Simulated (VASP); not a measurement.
# Mg5SiN2 (R-3m) in VASP: single point with PBE

Aim: the single point of Mg5SiN2 with PBE.

All numbers are computed with VASP 6.6.1; they aren't measurements. Logs are shortened: lines on timing, memory, paths and dates and some standing lists are left out, and cuts for length are marked.

### 1 The cell of the first run

The structure is trigonal, space group R-3m (No. 166). Conventional cell: a = 5.891 Å, b = 5.891 Å, c = 14.413 Å, α = 90.00°, β = 90.00°, γ = 120.00°. Mg (site symmetry 2/m) has 2 N at 2.02 Å within 2.7 Å. Mg (site symmetry 3m) has 1 N at 1.96 Å within 2.6 Å. Si (site symmetry -3m) has 12 Mg at 2.94 to 3.46 Å and 8 N at 3.50 to 3.64 Å within 3.9 Å. Within 2.6 Å of N (site symmetry 3m) lie 4 Mg at 1.96 to 2.02 Å.

The cell was built from a structure type or drawn by symmetry, and may not be a known phase.

### 2 Single point, PBE

Contents of INCAR:

```
SYSTEM = Mg5SiN2
PREC = Accurate
ENCUT = 600
EDIFF = 1E-6
ISMEAR = 0
SIGMA = 0.15
LREAL = .FALSE.
LASPH = .TRUE.
NELM = 120
ALGO = Normal
ISIF = 2
LWAVE = .FALSE.
LCHARG = .FALSE.
GGA = PE
NBANDS = 22
GGA_COMPAT = .FALSE.
```

Contents of KPOINTS:

```
regular mesh
0
G
  3 3 3
  0 0 0
```

Contents of POSCAR:

```
Mg5SiN2
1.0
    2.9456237689      1.7006566773      4.8043361115
   -2.9456237689      1.7006566773      4.8043361115
    0.0000000000     -3.4013133503      4.8043361130
Mg Si N
5 1 2
Direct
    0.0000000000      0.0000000000      0.5000000000
    0.5000000000      0.0000000000      0.0000000000
    0.0000000000      0.5000000000      0.0000000000
    0.6213451722      0.6213451722      0.6213451722
    0.3786548278      0.3786548278      0.3786548278
    0.0000000000      0.0000000000      0.0000000000
    0.7572405691      0.7572405691      0.7572405691
    0.2427594309      0.2427594309      0.2427594309
```

Potentials or basis: VASP PAW PBE potentials, release 64 (Mg, Si, N).

Run with:

```sh
$ cat potpaw_PBE.64/Mg/POTCAR potpaw_PBE.64/Si/POTCAR potpaw_PBE.64/N/POTCAR > POTCAR
$ mpirun -np 1 vasp_std > vasp.out
```

OUTCAR:

```text
SYSTEM = Mg5SiN2
   PREC = Accurate
   ENCUT = 600
   EDIFF = 1E-6
   ISMEAR = 0
   LREAL = .FALSE.
   LASPH = .TRUE.
   NELM = 120
   ISIF = 2
   GGA = PE

 ion  position               nearest neighbor table
   1  0.000  0.000  0.500-   7 2.02   8 2.02   6 2.94   6 2.94   3 2.95   2 2.95   3 2.95   2 2.95
                             4 3.43   5 3.43   4 3.43   5 3.43   4 3.50   5 3.50
   2  0.500  0.000  0.000-   7 2.02   8 2.02   6 2.94   6 2.94   1 2.95   1 2.95   3 2.95   3 2.95
                             4 3.43   5 3.43   5 3.43   4 3.43   4 3.50   5 3.50
   3  0.000  0.500  0.000-   7 2.02   8 2.02   6 2.94   6 2.94   1 2.95   1 2.95   2 2.95   2 2.95
                             4 3.43   5 3.43   4 3.43   5 3.43   4 3.50   5 3.50
   4  0.621  0.621  0.621-   7 1.96   2 3.43   3 3.43   2 3.43   3 3.43   1 3.43   1 3.43   1 3.50
                             3 3.50   2 3.50   5 3.50   5 3.64   5 3.64   5 3.64
   5  0.379  0.379  0.379-   8 1.96   3 3.43   2 3.43   2 3.43   3 3.43   1 3.43   1 3.43   1 3.50
                             3 3.50   2 3.50   4 3.50   4 3.64   4 3.64   4 3.64
   6  0.000  0.000  0.000-   1 2.94   1 2.94   3 2.94   2 2.94   3 2.94   2 2.94
   7  0.757  0.757  0.757-   4 1.96   1 2.02   3 2.02   2 2.02
   8  0.243  0.243  0.243-   5 1.96   1 2.02   3 2.02   2 2.02

  LATTYP: Found a trigonal (rhomboedric) cell.
 ALAT       =     5.8864741564
 COS(alpha) =     0.4991887645

  Lattice vectors:

 A1 = (   2.9456237689,   1.7006566773,   4.8043361115)
 A2 = (  -2.9456237689,   1.7006566773,   4.8043361115)
 A3 = (   0.0000000000,  -3.4013133503,   4.8043361130)

Analysis of symmetry for initial positions (statically):
=====================================================================
 Subroutine PRICEL returns:
 Original cell was already a primitive cell.

 Routine SETGRP: Setting up the symmetry group for a
 trigonal (rhombohedral) supercell.

 Subroutine GETGRP returns: Found 12 space group operations
 (whereof 12 operations were pure point group operations)
 out of a pool of 12 trial point group operations.

The static configuration has the point symmetry D_3d.

Analysis of symmetry for dynamics (positions and initial velocities):
=====================================================================
 Subroutine PRICEL returns:
 Original cell was already a primitive cell.

 Routine SETGRP: Setting up the symmetry group for a
 trigonal (rhombohedral) supercell.

 Subroutine GETGRP returns: Found 12 space group operations
 (whereof 12 operations were pure point group operations)
 out of a pool of 12 trial point group operations.

The dynamic configuration has the point symmetry D_3d.

 Subroutine INISYM returns: Found 12 space group operations
 (whereof 12 operations are pure point group operations),
 and found     1 'primitive' translations

----------------------------------------------------------------------------------------

                                     Primitive cell

  volume of cell :     144.4038

  direct lattice vectors                    reciprocal lattice vectors
     2.945623769  1.700656677  4.804336111     0.169743334  0.098001360  0.069381768
    -2.945623769  1.700656677  4.804336111    -0.169743334  0.098001360  0.069381768
     0.000000000 -3.401313350  4.804336113     0.000000000 -0.196002719  0.069381768

  length of vectors
     5.886474156  5.886474156  5.886474156     0.207920407  0.207920407  0.207920407

  position of ions in fractional coordinates (direct lattice)
     0.000000000  0.000000000  0.500000000
     0.500000000  0.000000000  1.000000000
     0.000000000  0.500000000  1.000000000
     0.621345172  0.621345172  0.621345172
     0.378654828  0.378654828  0.378654828
     0.000000000  0.000000000  0.000000000
     0.757240569  0.757240569  0.757240569
     0.242759431  0.242759431  0.242759431

  ion indices of the primitive-cell ions
   primitive index   ion index
                 1           1
                 2           2
                 3           3
                 4           4
                 5           5
                 6           6
                 7           7
                 8           8

----------------------------------------------------------------------------------------

 KPOINTS: regular mesh

Automatic generation of k-mesh.
 Grid dimensions read from file:
 generate k-points for:    3    3    3

 Generating k-lattice:

  Cartesian coordinates                     Fractional coordinates (reciprocal lattice)
     0.056581111  0.032667120  0.023127256     0.333333333  0.000000000 -0.000000000
    -0.056581111  0.032667120  0.023127256     0.000000000  0.333333333 -0.000000000
     0.000000000 -0.065334240  0.023127256     0.000000000  0.000000000  0.333333333

  Length of vectors
     0.069306802  0.069306802  0.069306802

  Shift w.r.t. Gamma in fractional coordinates (k-lattice)
     0.000000000  0.000000000  0.000000000

 Subroutine IBZKPT returns following result:
 ===========================================

 Found      6 irreducible k-points:

 Following reciprocal coordinates:
            Coordinates               Weight
  0.000000  0.000000  0.000000      1.000000
  0.333333 -0.000000  0.000000      6.000000
  0.333333  0.333333  0.000000      6.000000
 -0.333333  0.333333  0.000000      6.000000
  0.333333  0.333333  0.333333      2.000000
 -0.333333  0.333333  0.333333      6.000000
   k-points           NKPTS =      6   k-points in BZ     NKDIM =      6   number of bands    NBANDS=     22
   number of dos      NEDOS =    301   number of ions     NIONS =      8
   total plane-waves  NPLWV = 110592
   dimension x,y,z NGX =    48 NGY =   48 NGZ =   48
   dimension x,y,z NGXF=    96 NGYF=   96 NGZF=   96
   ions per type =               5   1   2
   NGX,Y,Z   is equivalent  to a cutoff of  13.56, 13.56, 13.56 a.u.
   NGXF,Y,Z  is equivalent  to a cutoff of  27.11, 27.11, 27.11 a.u.
 SYSTEM =  Mg5SiN2
   PREC   = accura    normal or accurate (medium, high low for compatibility)
   ISTART =      0    job   : 0-new  1-cont  2-samecut
   ICHARG =      2    charge: 1-file 2-atom 10-const
   ISPIN  =      1    spin polarized calculation?
   LNONCOLLINEAR =      F non collinear calculations
   LSORBIT =      F    spin-orbit coupling
   LASPH  =      T    aspherical Exc in radial PAW
   ENCUT  =  600.0 eV  44.10 Ry    6.64 a.u.  11.76 11.76 11.76*2*pi/ulx,y,z
   NELM   =    120;   NELMIN=  2; NELMDL= -5     # of ELM steps
   EDIFF  = 0.1E-05   stopping-criterion for ELM
   LREAL  =      F    real-space projection
   EDIFFG = 0.1E-04   stopping-criterion for IOM
   NSW    =      0    number of steps for IOM
   IBRION =     -1    ionic relax: 0-MD 1-quasi-New 2-CG
   NFREE  =      0    steps in history (QN), initial steepest desc. (CG)
   ISIF   =      2    stress and relaxation
   ISYM   =      2    0-nonsym 1-usesym 2-fastsym
   POTIM  = 0.5000    time-step for ionic-motion
   TEBEG  =    0.0;   TEEND  =   0.0 temperature during run
   PSTRESS=    0.0 pullay stress
   NELECT =      24.0000    total number of electrons
   NUPDOWN=      -1.0000    fix difference up-down
   EMIN   =  10.00;   EMAX   =-10.00  energy-range for DOS
   EFERMI =   0.00;   METHOD = LEGACY
   ISMEAR =     0;   SIGMA  =   0.15  broadening in eV -4-tet -1-fermi 0-gaus
   EFERMI_NEDOS =   21; number of points for ismear=-14 and -15
   IALGO  =     38    algorithm
   IMIX   =      4    mixing-type and parameters
     AMIX     =   0.40;   BMIX     =  1.00
     AMIX_MAG =   1.60;   BMIX_MAG =  1.00
  volume/ion in A,a.u.               =      18.05       121.81
  Fermi-wavevector in a.u.,A,eV,Ry     =   0.900090  1.700923 11.022913  0.810161
  Thomas-Fermi vector in A             =   2.023004
   LORBIT       =      0    0 simple, 1 ext, 2 COOP (PROOUT), +10 PAW based schemes
   GGA     = PE    functional components
   LHFCALC =     F    Hartree Fock is set to
   AEXX    =    0.0000 exact exchange contribution
   IVDW    =     0    specifies the selected vdW correction
   LEPSILON=     F    determine dielectric tensor
   LRPA    =     F    only Hartree local field effects (RPA)
 non-spin polarized calculation
 Gauss-broadening in eV      SIGMA  =   0.15
  energy-cutoff  :      600.00
  volume of cell :      144.40
 maximum number of plane-waves:      4909
   NGX = 23   NGY = 23   NGZ = 23

 number of electron      24.0000000 magnetization

 Free energy of the ion-electron system (eV)
  ---------------------------------------------------
  ext. energy  EPLUGINS =         0.00000000
  ---------------------------------------------------
  free energy    TOTEN  =       -29.93057631 eV

  energy without entropy =      -29.87587872  energy(sigma->0) =      -29.90322751

 E-fermi :   2.7353     XC(G=0):  -8.9524

 val. band max:        2.6855709095   @ k =  -0.3333   0.3333   0.0000
 cond. band min:       2.8495470363   @ k =  -0.3333   0.3333   0.3333
 fundamental gap:      0.1639761268
 Fermi energy:         2.7352627963

 k-point     1 :       0.0000    0.0000    0.0000
  band No.  band energies     occupation
      1     -10.3973      2.00000
      2      -9.9102      2.00000
      3      -4.1245      2.00000
      4      -0.5028      2.00000
      5      -0.2636      2.00000
      6      -0.1235      2.00000
[... 14 lines left out ...]
     21       7.8737      0.00000
     22       8.4437      0.00000

 k-point     2 :       0.3333   -0.0000    0.0000
  band No.  band energies     occupation
      1     -10.2657      2.00000
      2     -10.0132      2.00000
      3      -4.2018      2.00000
      4      -1.2494      2.00000
      5      -0.7536      2.00000
      6      -0.1759      2.00000
[... 14 lines left out ...]
     21       8.3570      0.00000
     22       9.6620      0.00000

 k-point     3 :       0.3333    0.3333    0.0000
  band No.  band energies     occupation
      1     -10.2537      2.00000
      2     -10.0067      2.00000
      3      -4.2896      2.00000
      4      -1.2309      2.00000
      5      -0.9036      2.00000
      6      -0.6536      2.00000
[... 14 lines left out ...]
     21       8.2559      0.00000
     22       9.5927      0.00000

 k-point     4 :      -0.3333    0.3333    0.0000
  band No.  band energies     occupation
      1     -10.1277      2.00000
      2     -10.1238      2.00000
      3      -4.2873      2.00000
      4      -1.6799      2.00000
      5      -1.1165      2.00000
      6      -0.1944      2.00000
[... 14 lines left out ...]
     21       9.0562      0.00000
     22       9.2677      0.00000

 k-point     5 :       0.3333    0.3333    0.3333
  band No.  band energies     occupation
      1     -10.2893      2.00000
      2      -9.9821      2.00000
      3      -4.2808      2.00000
      4      -1.4211      2.00000
      5      -0.2444      2.00000
      6      -0.2444      2.00000
[... 14 lines left out ...]
     21       8.3269      0.00000
     22       9.7007      0.00000

 k-point     6 :      -0.3333    0.3333    0.3333
  band No.  band energies     occupation
      1     -10.1874      2.00000
      2     -10.0601      2.00000
      3      -4.3295      2.00000
      4      -1.7620      2.00000
      5      -0.7411      2.00000
      6      -0.4823      2.00000
[... 14 lines left out ...]
     21       8.9014      0.00000
     22       9.2349      0.00000

------------------------ aborting loop because EDIFF is reached ----------------------------------------

  FORCE on cell =-STRESS in cart. coord.  units (eV):
  Direction    XX          YY          ZZ          XY          YZ          ZX
  --------------------------------------------------------------------------------------
  -------------------------------------------------------------------------------------
  Total       -0.0188626     -0.0188626     -0.2778051      0.0000000     -0.0000000      0.0000000
  in kB       -0.2092826     -0.2092826     -3.0822810      0.0000000     -0.0000000      0.0000000
  external PRESSURE =      -1.1669487 kB  Pullay stress =       0.0000000 kB

 VOLUME and BASIS-vectors are now :
 -----------------------------------------------------------------------------
  energy-cutoff  :      600.00
  volume of cell :      144.40
      direct lattice vectors                 reciprocal lattice vectors
     2.945623769  1.700656677  4.804336111     0.169743334  0.098001360  0.069381768
    -2.945623769  1.700656677  4.804336111    -0.169743334  0.098001360  0.069381768
     0.000000000 -3.401313350  4.804336113     0.000000000 -0.196002719  0.069381768

 POSITION                                       TOTAL-FORCE (eV/Angst)
 -----------------------------------------------------------------------------------
      0.00000     -1.70066      2.40217        -0.000000     -0.000000      0.000000
      1.47281      0.85033      2.40217         0.000000     -0.000000      0.000000
     -1.47281      0.85033      2.40217         0.000000     -0.000000     -0.000000
      0.00000      0.00000      8.95545        -0.000000     -0.000000     -0.021962
      0.00000      0.00000      5.45756        -0.000000      0.000000      0.021962
      0.00000      0.00000      0.00000        -0.000000     -0.000000      0.000000
      0.00000      0.00000     10.91411        -0.000000      0.000000      0.041343
      0.00000      0.00000      3.49889        -0.000000     -0.000000     -0.041343
 -----------------------------------------------------------------------------------
    total drift:                               -0.000000      0.000000     -0.000000

  FREE ENERGIE OF THE ION-ELECTRON SYSTEM (eV)
  ---------------------------------------------------
  free  energy   TOTEN  =       -29.9305763121 eV

  energy  without entropy=      -29.8758787164  energy(sigma->0) =      -29.90322751
```

Wall time 55 s (1 thread of AMD EPYC 7R43 (Zen 3), shared host); peak memory 0.28 GiB.

What came out:

```
Free energy            : -29.9306 eV
Pressure               : -0.1 GPa
Largest force          : 0.041 eV/Å
Band gap on the k mesh : zero (bands 12 and 13 overlap by 1.03 eV)
```

Forces on the atoms (eV/Å):
```
Mg   0.000  0.000  0.000
Mg   0.000  0.000  0.000
Mg   0.000  0.000  0.000
Mg   0.000  0.000 -0.022
Mg   0.000  0.000  0.022
Si   0.000  0.000  0.000
N    0.000  0.000  0.041
N    0.000  0.000 -0.041
```

Caveat: the k points lie up to 0.44 Å⁻¹ apart, too coarse for converged energies and pressures of a metal.
